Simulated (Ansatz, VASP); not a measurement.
**One calculation of SiNi, two programs**

```
Si Ni
1.0
     4.32972    0.00000    0.00000
     0.00000    4.32972    0.00000
     0.00000    0.00000    4.32972
Si Ni
4 4
Cartesian
  2.8274 0.6625 1.5024
  0.6625 1.5024 2.8274
  1.5024 2.8274 0.6625
  3.6672 3.6672 3.6672
  1.5141 3.6790 2.8156
  3.6790 2.8156 1.5141
  2.8156 1.5141 3.6790
  0.6508 0.6508 0.6508
```

Alike in both runs: functional PBEsol; k mesh 8 × 8 × 8; occupations gaussian, width 0.1 eV; no spin polarisation.

Ansatz relaxed the structure, and its values are those at the end. VASP's run is a single point on that final structure, the one shown.

|  | VASP | Ansatz |
| --- | --- | --- |
| version | VASP 6.6.1 | Ansatz 0.2.0 |
| potentials or method | VASP PAW PBE potentials, release 64 (Si, Ni), cutoff 520 eV | scalar-relativistic, plane waves, PAW |
| valence electrons in the cell | 56 | 88 |

|  | VASP | Ansatz | Ansatz less VASP |
| --- | --- | --- | --- |
| gap on the k mesh at the Fermi level (eV) | none | none | - |
| pressure (GPa) | 23.8 | 23.6 | -0.24 |

VASP's potentials were made for PBE, not for PBEsol. A gap of «none» marks a metal or a gap that the smearing closes. VASP's potentials hold 56 valence electrons a cell and Ansatz's 88, so a difference there can come from the potentials and not from the codes. Ansatz's warnings: stress scf threshold loose.
